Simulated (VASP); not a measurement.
The system is Li2O (lda).

```
Li O
1.0
     0.00000    2.31350    2.31350
     2.31350    0.00000    2.31350
     2.31350    2.31350    0.00000
Li O
2 1
Cartesian
  1.1567 1.1567 1.1567
  3.4703 3.4703 3.4703
  0.0000 0.0000 0.0000
```

```yaml
Program: VASP 6.6.1
Task: relaxation of cell and atoms
Functional: LDA
Potentials_or_basis: VASP PAW LDA potentials, release 64 (Li_sv, O)
Cutoff: 750 eV
k_mesh: 8 × 8 × 8
Occupations: gaussian, width 0.02 eV
Spin: no spin polarisation
```

At the start: pressure -7.3 GPa; volume 8.26 Å³/atom.

**Question.** How do energy, volume and symmetry change on relaxing?

**Answer.** Over 4 steps the energy falls by 17.3 meV/atom and the volume is 7.55 Å³/atom (-8.6 %); space group Fm-3m (No. 225, to 0.05 Å).

Step by step:
```
step  energy change (eV)  largest force (eV/Å)  pressure (GPa)  volume (Å³)
   1              0.0000                0.0000           -7.28        24.77
   2             -0.0438                0.0000           -3.14        23.44
   3             -0.0518                0.0000           -0.23        22.70
   4             -0.0518                0.0000            0.01        22.64
```

Final structure:
```
CELL_PARAMETERS angstrom
0.00000 2.24542 2.24542
2.24542 0.00000 2.24542
2.24542 2.24542 0.00000
ATOMIC_POSITIONS crystal
Li 0.25000 0.25000 0.25000
Li 0.75000 0.75000 0.75000
O 0.00000 0.00000 0.00000
```
